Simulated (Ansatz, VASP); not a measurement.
**Two plane-wave programs on AlN**

```
CELL_PARAMETERS angstrom
0.00000 2.18488 2.18488
2.18488 0.00000 2.18488
2.18488 2.18488 0.00000
ATOMIC_POSITIONS crystal
Al 0.00000 0.00000 0.00000
N 0.25000 0.25000 0.25000
```

Alike in both runs: task single point; functional PBE0; k mesh 8 × 8 × 8; no spin polarisation.

```csv
,VASP,Ansatz
version,VASP 6.6.1,Ansatz 0.2.0
potentials or method,"VASP PAW PBE potentials, release 64 (Al, N)","plane waves, PAW"
plane-wave cutoff (eV),520,420
occupations,"gaussian, width 0.01 eV",fixed
valence electrons in the cell,8,8
```

|  | VASP | Ansatz | Ansatz less VASP |
| --- | --- | --- | --- |
| gap on the k mesh at the Fermi level (eV) | 5.29 | 5.28 | -0.007 |
| pressure (GPa) | -0.8 | -0.7 | +0.09 |

Ansatz's warnings: stress exchange threshold loose, stress scf threshold loose.
